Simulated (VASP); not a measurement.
# RhC2 (Fm-3m) in VASP: notebook

The runs below take RhC2 through single point, with PBEsol.

Program: VASP 6.6.1. These are calculated values, not measurements. Logs are shortened: lines on timing, memory, paths and dates and some standing lists are left out, and cuts for length are marked.

### Step 1. The cell of the first run

It takes space group Fm-3m (No. 225, cubic). Conventional cell: a = 4.882 Å, b = 4.882 Å, c = 4.882 Å, α = 90.00°, β = 90.00°, γ = 90.00°. Within 2.8 Å of Rh (site symmetry m-3m) lie 8 C at 2.11 Å. Within 2.8 Å of C (site symmetry -43m) lie 4 Rh at 2.11 Å and 6 C at 2.44 Å.

### Step 2. Single point, PBEsol

INCAR reads:

```
SYSTEM = RhC2
PREC     = Accurate       ! precision mode
ENCUT    = 520            ! plane-wave cutoff, eV
EDIFF    = 1E-6           ! SCF threshold, eV
ISMEAR   = -5             ! smearing method
SIGMA    = 0.1            ! smearing width, eV
LREAL    = .FALSE.        ! projectors in reciprocal space
LASPH    = .TRUE.         ! aspherical terms in the spheres
NELM     = 80             ! most SCF steps
ALGO     = Normal         ! electronic algorithm
ISIF     = 2              ! what is computed and relaxed
LWAVE    = .FALSE.        ! write WAVECAR
LCHARG   = .FALSE.        ! write CHGCAR
GGA      = PS             ! functional
NBANDS   = 18             ! bands
```

KPOINTS reads:

```
regular mesh
0
G
  12 12 12
  0 0 0
```

POSCAR reads:

```
RhC2
1.0
    0.0000000000      2.4412493123      2.4412493123
    2.4412493123      0.0000000000      2.4412493123
    2.4412493123      2.4412493123      0.0000000000
Rh C
1 2
Direct
    0.0000000000      0.0000000000      0.0000000000
    0.2500000000      0.2500000000      0.2500000000
    0.7500000000      0.7500000000      0.7500000000
```

Potentials or basis: VASP PAW PBE potentials, release 64 (Rh_pv, C).

Command:

```bash
$ cat potpaw_PBE.64/Rh_pv/POTCAR potpaw_PBE.64/C/POTCAR > POTCAR
$ mpirun -np 1 vasp_std > vasp.out
```

OUTCAR:

```text
SYSTEM = RhC2
   PREC = Accurate
   ENCUT = 520
   EDIFF = 1E-6
   ISMEAR = -5
   LREAL = .FALSE.
   LASPH = .TRUE.
   NELM = 80
   ISIF = 2
   GGA = PS

 ion  position               nearest neighbor table
   1  0.000  0.000  0.000-   3 2.11   3 2.11   3 2.11   2 2.11   3 2.11   2 2.11   2 2.11   2 2.11

   2  0.250  0.250  0.250-   1 2.11   1 2.11   1 2.11   1 2.11
   3  0.750  0.750  0.750-   1 2.11   1 2.11   1 2.11   1 2.11

  LATTYP: Found a face centered cubic cell.
 ALAT       =     4.8824986246

  Lattice vectors:

 A1 = (   0.0000000000,   2.4412493123,   2.4412493123)
 A2 = (   2.4412493123,   0.0000000000,   2.4412493123)
 A3 = (   2.4412493123,   2.4412493123,   0.0000000000)

Analysis of symmetry for initial positions (statically):
=====================================================================
 Subroutine PRICEL returns:
 Original cell was already a primitive cell.

 Routine SETGRP: Setting up the symmetry group for a
 face centered cubic supercell.

 Subroutine GETGRP returns: Found 48 space group operations
 (whereof 48 operations were pure point group operations)
 out of a pool of 48 trial point group operations.

The static configuration has the point symmetry O_h .

Analysis of symmetry for dynamics (positions and initial velocities):
=====================================================================
 Subroutine PRICEL returns:
 Original cell was already a primitive cell.

 Routine SETGRP: Setting up the symmetry group for a
 face centered cubic supercell.

 Subroutine GETGRP returns: Found 48 space group operations
 (whereof 48 operations were pure point group operations)
 out of a pool of 48 trial point group operations.

The dynamic configuration has the point symmetry O_h .

 Subroutine INISYM returns: Found 48 space group operations
 (whereof 48 operations are pure point group operations),
 and found     1 'primitive' translations

----------------------------------------------------------------------------------------

                                     Primitive cell

  volume of cell :      29.0982

  direct lattice vectors                    reciprocal lattice vectors
     0.000000000  2.441249312  2.441249312    -0.204813166  0.204813166  0.204813166
     2.441249312  0.000000000  2.441249312     0.204813166 -0.204813166  0.204813166
     2.441249312  2.441249312  0.000000000     0.204813166  0.204813166 -0.204813166

  length of vectors
     3.452447887  3.452447887  3.452447887     0.354746809  0.354746809  0.354746809

  position of ions in fractional coordinates (direct lattice)
     0.000000000  0.000000000  0.000000000
[... 86 lines left out ...]
   IBRION =     -1    ionic relax: 0-MD 1-quasi-New 2-CG
   NFREE  =      0    steps in history (QN), initial steepest desc. (CG)
   ISIF   =      2    stress and relaxation
   ISYM   =      2    0-nonsym 1-usesym 2-fastsym
   POTIM  = 0.5000    time-step for ionic-motion
   TEBEG  =    0.0;   TEEND  =   0.0 temperature during run
   PSTRESS=    0.0 pullay stress
   NELECT =      23.0000    total number of electrons
   NUPDOWN=      -1.0000    fix difference up-down
   EMIN   =  10.00;   EMAX   =-10.00  energy-range for DOS
   EFERMI =   0.00;   METHOD = LEGACY
   ISMEAR =    -5;   SIGMA  =   0.10  broadening in eV -4-tet -1-fermi 0-gaus
   EFERMI_NEDOS =   21; number of points for ismear=-14 and -15
   IALGO  =     38    algorithm
   IMIX   =      4    mixing-type and parameters
     AMIX     =   0.40;   BMIX     =  1.00
     AMIX_MAG =   1.60;   BMIX_MAG =  1.00
  volume/ion in A,a.u.               =       9.70        65.45
  Fermi-wavevector in a.u.,A,eV,Ry     =   1.513661  2.860405 31.173258  2.291170
  Thomas-Fermi vector in A             =   2.623422
   LORBIT       =      0    0 simple, 1 ext, 2 COOP (PROOUT), +10 PAW based schemes
   GGA     = PS    functional components
   LHFCALC =     F    Hartree Fock is set to
   AEXX    =    0.0000 exact exchange contribution
   IVDW    =     0    specifies the selected vdW correction
   LEPSILON=     F    determine dielectric tensor
   LRPA    =     F    only Hartree local field effects (RPA)
 non-spin polarized calculation
 Fermi weights with tetrahedron method with Bloechl corrections
  energy-cutoff  :      520.00
  volume of cell :       29.10
 maximum number of plane-waves:       817
 NGX is ok and might be reduce to    28
   NGX = 13   NGY = 13   NGZ = 13

 number of electron      23.0000001 magnetization

 Free energy of the ion-electron system (eV)
  ---------------------------------------------------
  ext. energy  EPLUGINS =         0.00000000
  ---------------------------------------------------
  free energy    TOTEN  =       -21.88630808 eV

  energy without entropy =      -21.88630808  energy(sigma->0) =      -21.88630808

 E-fermi :   8.8544     XC(G=0): -13.0187

 val. band max:        8.8941058053   @ k =  -0.4167   0.3333   0.1667
 cond. band min:       8.8641833558   @ k =   0.4167   0.1667   0.0833
 fundamental gap:     -0.0299224495
 Fermi energy:         8.8543707406

 k-point     1 :       0.0000    0.0000    0.0000
  band No.  band energies     occupation
      1     -38.3307      2.00000
      2     -38.3307      2.00000
      3     -38.3307      2.00000
      4      -5.8974      2.00000
      5       1.7855      2.00000
      6       1.7855      2.00000
[... 481 lines left out ...]
      5      -1.7923      2.00000
      6       2.3841      2.00000
[... 10 lines left out ...]
     17      20.1785      0.00000
     18      23.5324      0.00000

 [... further k-points ...]

------------------------ aborting loop because EDIFF is reached ----------------------------------------

  FORCE on cell =-STRESS in cart. coord.  units (eV):
  Direction    XX          YY          ZZ          XY          YZ          ZX
  --------------------------------------------------------------------------------------
  -------------------------------------------------------------------------------------
  Total        0.0181889      0.0181889      0.0181889     -0.0000000      0.0000000      0.0000000
  in kB        1.0015002      1.0015002      1.0015002     -0.0000000      0.0000000      0.0000000
  external PRESSURE =       1.0015002 kB  Pullay stress =       0.0000000 kB

 VOLUME and BASIS-vectors are now :
 -----------------------------------------------------------------------------
  energy-cutoff  :      520.00
  volume of cell :       29.10
      direct lattice vectors                 reciprocal lattice vectors
     0.000000000  2.441249312  2.441249312    -0.204813166  0.204813166  0.204813166
     2.441249312  0.000000000  2.441249312     0.204813166 -0.204813166  0.204813166
     2.441249312  2.441249312  0.000000000     0.204813166  0.204813166 -0.204813166

 POSITION                                       TOTAL-FORCE (eV/Angst)
 -----------------------------------------------------------------------------------
      0.00000      0.00000      0.00000         0.000000     -0.000000     -0.000000
      1.22062      1.22062      1.22062         0.000000     -0.000000      0.000000
      3.66187      3.66187      3.66187        -0.000000      0.000000      0.000000
 -----------------------------------------------------------------------------------
    total drift:                               -0.000000     -0.000000      0.000000

  FREE ENERGIE OF THE ION-ELECTRON SYSTEM (eV)
  ---------------------------------------------------
  free  energy   TOTEN  =       -21.8863080755 eV

  energy  without entropy=      -21.8863080755  energy(sigma->0) =      -21.88630808
```

OSZICAR:

```text
N       E                     dE             d eps       ncg     rms          rms(c)
DAV:   1     0.175679746485E+03    0.17568E+03   -0.13138E+04  2592   0.129E+03
DAV:   2    -0.191501252815E+02   -0.19483E+03   -0.19090E+03  3186   0.364E+02
DAV:   3    -0.245869402887E+02   -0.54368E+01   -0.53844E+01  2844   0.618E+01
DAV:   4    -0.246374863802E+02   -0.50546E-01   -0.50556E-01  2908   0.638E+00
DAV:   5    -0.246380809683E+02   -0.59459E-03   -0.59497E-03  2830   0.678E-01    0.256E+01
DAV:   6    -0.250841831523E+02   -0.44610E+00   -0.60241E+01  2696   0.551E+01    0.166E+01
DAV:   7    -0.219209257531E+02    0.31633E+01   -0.90532E+00  2668   0.325E+01    0.523E+00
DAV:   8    -0.219148408097E+02    0.60849E-02   -0.74627E-01  2712   0.635E+00    0.370E+00
DAV:   9    -0.218873017955E+02    0.27539E-01   -0.12170E-01  2756   0.326E+00    0.395E-01
DAV:  10    -0.218865315763E+02    0.77022E-03   -0.32550E-03  2798   0.446E-01    0.198E-01
DAV:  11    -0.218862822764E+02    0.24930E-03   -0.10049E-03  2832   0.183E-01    0.340E-02
DAV:  12    -0.218862742990E+02    0.79775E-05   -0.54056E-05  2776   0.591E-02    0.262E-02
DAV:  13    -0.218863174587E+02   -0.43160E-04   -0.17121E-05  2694   0.277E-02    0.648E-03
DAV:  14    -0.218863113772E+02    0.60815E-05   -0.98209E-07  1632   0.802E-03    0.157E-03
DAV:  15    -0.218863085690E+02    0.28082E-05   -0.22682E-07  1380   0.328E-03    0.812E-04
DAV:  16    -0.218863080755E+02    0.49351E-06   -0.17264E-08  1346   0.116E-03
   1 F= -.21886308E+02 E0= -.21886308E+02  d E =0.000000E+00
```

stdout:

```text
POSCAR found type information on POSCAR RhC
 POSCAR found :  2 types and       3 ions
 scaLAPACK will be used
 -----------------------------------------------------------------------------
|                                                                             |
[... 23 lines left out ...]
|     occupations, so forces and stress will be inaccurate. We suggest        |
|     using a different smearing scheme ISMEAR = 1 or 2 for metals in         |
|     relaxations.                                                            |
|                                                                             |
 -----------------------------------------------------------------------------
```

It took 22 s on 1 thread of Intel Xeon 6975P-C (Granite Rapids), shared host; peak memory 0.18 GiB.

Results:

| Item | Value |
| --- | --- |
| Free energy | -21.8863 eV |
| Pressure | 0.1 GPa |
| Band gap on the k mesh | zero (an odd number of electrons rules out a gap without spin polarisation) |

Caveat: the PAW data sets were made with another functional, which shifts forces and pressure a little; tetrahedron occupations give inexact forces and stress in metals.

### Step 3. Single point, PBEsol (9.89 Å³/atom)

This run uses another cell than the first one, of 9.89 Å³/atom.

INCAR reads:

```
PREC = Accurate
ENCUT = 520
EDIFF = 1E-6
ISMEAR = 0
SIGMA = 0.05
LREAL = F
LASPH = T
NELM = 60
ALGO = Normal
ISIF = 2
LWAVE = F
LCHARG = T
GGA = PS
LELF = T
LVHAR = T
NBANDS = 18
```

KPOINTS reads:

```
Automatic mesh
0
Gamma
  12 12 12
```

POSCAR reads:

```
RhC2
1.0
    0.0000000000      2.4574169975      2.4574169975
    2.4574169975      0.0000000000      2.4574169975
    2.4574169975      2.4574169975      0.0000000000
Rh C
1 2
Direct
    0.0000000000      0.0000000000      0.0000000000
    0.2500000000      0.2500000000      0.2500000000
    0.7500000000      0.7500000000      0.7500000000
```

Potentials or basis: VASP PAW PBE potentials, release 64 (Rh_pv, C).

Command:

```bash
$ cat potpaw_PBE.64/Rh_pv/POTCAR potpaw_PBE.64/C/POTCAR > POTCAR
$ mpirun -np 1 vasp_std > vasp.out
```

It took 20 s on 1 thread of Intel Xeon 6975P-C (Granite Rapids), shared host; peak memory 0.18 GiB.

Results (log left out):

- Free energy: -21.8792 eV
- Pressure: -5.4 GPa
- Band gap on the k mesh: zero (an odd number of electrons rules out a gap without spin polarisation)

Levels at points of the mesh, in eV from the Fermi level:
```tsv
k point	band 9	band 10	band 11	band 12	band 13	band 14	band 15	band 16
(0.00, 0.00, 0.00)	-2.70	-2.70	2.17	2.17	2.17	5.19	5.19	5.19
(0.50, 0.00, 0.00)	-2.35	-2.35	-0.76	-0.76	-0.36	3.02	5.12	5.12
(0.50, 0.50, 0.00)	-3.53	-3.53	-1.99	-1.10	2.35	3.90	5.70	5.70
```

Caveat: the cell stands under tension; the PAW data sets were made with another functional, which shifts forces and pressure a little.

### Step 4. Single point, PBEsol (10.09 Å³/atom)

This run uses another cell than the first one, of 10.09 Å³/atom.

INCAR reads:

```
SYSTEM = RhC2
PREC = Accurate
ENCUT = 520
EDIFF = 1E-6
ISMEAR = 0
SIGMA = 0.05
LREAL = .FALSE.
LASPH = .TRUE.
NELM = 80
ALGO = Normal
ISIF = 2
LWAVE = .FALSE.
LCHARG = .TRUE.
GGA = PS
LELF = .TRUE.
LVHAR = .TRUE.
NBANDS = 18
```

KPOINTS reads:

```
regular mesh
0
G
  12 12 12
  0 0 0
```

POSCAR reads:

```
RhC2
1.0
    0.0000000000      2.4733746978      2.4733746978
    2.4733746978      0.0000000000      2.4733746978
    2.4733746978      2.4733746978      0.0000000000
Rh C
1 2
Direct
    0.0000000000      0.0000000000      0.0000000000
    0.2500000000      0.2500000000      0.2500000000
    0.7500000000      0.7500000000      0.7500000000
```

Potentials or basis: VASP PAW PBE potentials, release 64 (Rh_pv, C).

Command:

```bash
$ cat potpaw_PBE.64/Rh_pv/POTCAR potpaw_PBE.64/C/POTCAR > POTCAR
$ mpirun -np 1 vasp_std > vasp.out
```

OUTCAR:

```text
SYSTEM = RhC2
   PREC = Accurate
   ENCUT = 520
   EDIFF = 1E-6
   ISMEAR = 0
   LREAL = .FALSE.
   LASPH = .TRUE.
   NELM = 80
   ISIF = 2
   GGA = PS

 ion  position               nearest neighbor table
   1  0.000  0.000  0.000-   3 2.14   3 2.14   3 2.14   2 2.14   2 2.14   2 2.14   3 2.14   2 2.14

   2  0.250  0.250  0.250-   1 2.14   1 2.14   1 2.14   1 2.14
   3  0.750  0.750  0.750-   1 2.14   1 2.14   1 2.14   1 2.14

  LATTYP: Found a face centered cubic cell.
 ALAT       =     4.9467493956

  Lattice vectors:

 A1 = (   0.0000000000,   2.4733746978,   2.4733746978)
 A2 = (   2.4733746978,   0.0000000000,   2.4733746978)
 A3 = (   2.4733746978,   2.4733746978,   0.0000000000)

Analysis of symmetry for initial positions (statically):
=====================================================================
 Subroutine PRICEL returns:
 Original cell was already a primitive cell.

 Routine SETGRP: Setting up the symmetry group for a
 face centered cubic supercell.

 Subroutine GETGRP returns: Found 48 space group operations
 (whereof 48 operations were pure point group operations)
 out of a pool of 48 trial point group operations.

The static configuration has the point symmetry O_h .

Analysis of symmetry for dynamics (positions and initial velocities):
=====================================================================
 Subroutine PRICEL returns:
 Original cell was already a primitive cell.

 Routine SETGRP: Setting up the symmetry group for a
 face centered cubic supercell.

 Subroutine GETGRP returns: Found 48 space group operations
 (whereof 48 operations were pure point group operations)
 out of a pool of 48 trial point group operations.

The dynamic configuration has the point symmetry O_h .

 Subroutine INISYM returns: Found 48 space group operations
 (whereof 48 operations are pure point group operations),
 and found     1 'primitive' translations

[... 117 lines left out ...]
  volume/ion in A,a.u.               =      10.09        68.07
  Fermi-wavevector in a.u.,A,eV,Ry     =   1.494001  2.823252 30.368731  2.232039
  Thomas-Fermi vector in A             =   2.606330
   LORBIT       =      0    0 simple, 1 ext, 2 COOP (PROOUT), +10 PAW based schemes
   GGA     = PS    functional components
   LHFCALC =     F    Hartree Fock is set to
   AEXX    =    0.0000 exact exchange contribution
   IVDW    =     0    specifies the selected vdW correction
   LEPSILON=     F    determine dielectric tensor
   LRPA    =     F    only Hartree local field effects (RPA)
 non-spin polarized calculation
 Gauss-broadening in eV      SIGMA  =   0.05
  energy-cutoff  :      520.00
  volume of cell :       30.26
 maximum number of plane-waves:       869
 NGX is ok and might be reduce to    28
   NGX = 13   NGY = 13   NGZ = 13

 number of electron      22.9999998 magnetization

 Free energy of the ion-electron system (eV)
  ---------------------------------------------------
  ext. energy  EPLUGINS =         0.00000000
  ---------------------------------------------------
  free energy    TOTEN  =       -21.85141710 eV

  energy without entropy =      -21.84754988  energy(sigma->0) =      -21.84948349

 E-fermi :   8.2707     XC(G=0): -12.8075

 val. band max:        8.2616964120   @ k =   0.5000   0.1667   0.0833
 cond. band min:       8.2823317660   @ k =   0.4167   0.2500   0.0833
 fundamental gap:      0.0206353541
 Fermi energy:         8.2706693705

 k-point     1 :       0.0000    0.0000    0.0000
  band No.  band energies     occupation
      1     -38.8296      2.00000
      2     -38.8296      2.00000
      3     -38.8296      2.00000
      4      -6.1136      2.00000
      5       1.5318      2.00000
      6       1.5318      2.00000
[... 481 lines left out ...]
      5      -2.1693      2.00000
      6       2.1113      2.00000
[... 10 lines left out ...]
     17      19.4888      0.00000
     18      22.4496      0.00000

 [... further k-points ...]

------------------------ aborting loop because EDIFF is reached ----------------------------------------

  FORCE on cell =-STRESS in cart. coord.  units (eV):
  Direction    XX          YY          ZZ          XY          YZ          ZX
  --------------------------------------------------------------------------------------
  -------------------------------------------------------------------------------------
  Total       -1.8934976     -1.8934976     -1.8934976      0.0000000      0.0000000      0.0000000
  in kB     -100.2479737   -100.2479737   -100.2479737      0.0000000      0.0000000      0.0000000
  external PRESSURE =    -100.2479737 kB  Pullay stress =       0.0000000 kB

 VOLUME and BASIS-vectors are now :
 -----------------------------------------------------------------------------
  energy-cutoff  :      520.00
  volume of cell :       30.26
      direct lattice vectors                 reciprocal lattice vectors
     0.000000000  2.473374698  2.473374698    -0.202152953  0.202152953  0.202152953
     2.473374698  0.000000000  2.473374698     0.202152953 -0.202152953  0.202152953
     2.473374698  2.473374698  0.000000000     0.202152953  0.202152953 -0.202152953

 POSITION                                       TOTAL-FORCE (eV/Angst)
 -----------------------------------------------------------------------------------
      0.00000      0.00000      0.00000         0.000000     -0.000000      0.000000
      1.23669      1.23669      1.23669         0.000000      0.000000      0.000000
      3.71006      3.71006      3.71006        -0.000000     -0.000000     -0.000000
 -----------------------------------------------------------------------------------
    total drift:                               -0.000000     -0.000000      0.000000

  FREE ENERGIE OF THE ION-ELECTRON SYSTEM (eV)
  ---------------------------------------------------
  free  energy   TOTEN  =       -21.8514171041 eV

  energy  without entropy=      -21.8475498757  energy(sigma->0) =      -21.84948349
```

Wall time 20 s (1 thread of Intel Xeon 6975P-C (Granite Rapids), shared host); peak memory 0.17 GiB.

Results:

- Free energy: -21.8514 eV
- Pressure: -10.0 GPa
- Band gap on the k mesh: zero (an odd number of electrons rules out a gap without spin polarisation)

Caveat: the cell stands under tension; the PAW data sets were made with another functional, which shifts forces and pressure a little.

### Step 5. Summary

| cell | smearing | gap on the mesh (eV) | pressure (GPa) |
| --- | --- | --- | --- |
| a = 3.452 Å, angles 60.0°, 3 atoms | tetrahedron | none | 0.1 |
| a = 3.475 Å, angles 60.0°, 3 atoms | gaussian 0.05 eV | none | -5.4 |
| a = 3.498 Å, angles 60.0°, 3 atoms | gaussian 0.05 eV | none | -10.0 |

Alike in all rows: task single point; level PBEsol; potentials or basis VASP PAW PBE potentials, release 64 (Rh_pv, C); no spin polarisation; k mesh 12 × 12 × 12; cutoff (eV) 520.

Caveats: the PAW data sets were made with another functional, which shifts forces and pressure a little; the cell stands under tension (at least some runs); tetrahedron occupations give inexact forces and stress in metals (at least some runs).

Absolute energies hang on the potentials; compare differences alone.
